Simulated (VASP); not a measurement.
Here is a VASP 6.6.1 calculation.

The input INCAR:

```
SYSTEM = La
PREC     = Accurate       ! precision mode
ENCUT    = 520            ! plane-wave cutoff, eV
EDIFF    = 1E-6           ! SCF threshold, eV
ISMEAR   = -1             ! smearing method
SIGMA    = 0.1            ! smearing width, eV
LREAL    = .False.        ! projectors in reciprocal space
LASPH    = .True.         ! aspherical terms in the spheres
NELM     = 80             ! most SCF steps
ALGO     = Normal         ! electronic algorithm
ISIF     = 2              ! what is computed and relaxed
LWAVE    = .False.        ! write WAVECAR
LCHARG   = .True.         ! write CHGCAR
GGA      = PE             ! functional
LELF     = .True.         ! ELF
LVHAR    = .True.       
NBANDS   = 12             ! bands
```

Contents of KPOINTS:

```
regular mesh
0
Gamma
  14 14 14
  0 0 0
```

Contents of POSCAR:

```
La
1.0
   -1.9767348919      1.9767348919      1.9767348919
    1.9767348919     -1.9767348919      1.9767348919
    1.9767348919      1.9767348919     -1.9767348919
La
1
Direct
    0.0000000000      0.0000000000      0.0000000000
```

Potentials or basis: VASP PAW PBE potentials, release 64 (La).

Launch:

```sh
$ cat potpaw_PBE.64/La/POTCAR > POTCAR
$ mpirun -np 1 vasp_std > vasp.out
```

**Question.** Estimate the band gap on the k mesh.

**Answer.** Zero (an odd number of electrons rules out a gap without spin polarisation).

**Question.** Estimate the pressure.

**Answer.** 7.0 GPa.

Caveat: the cell stands under pressure; spin-orbit coupling is left out, which moves the levels of the heavy elements.
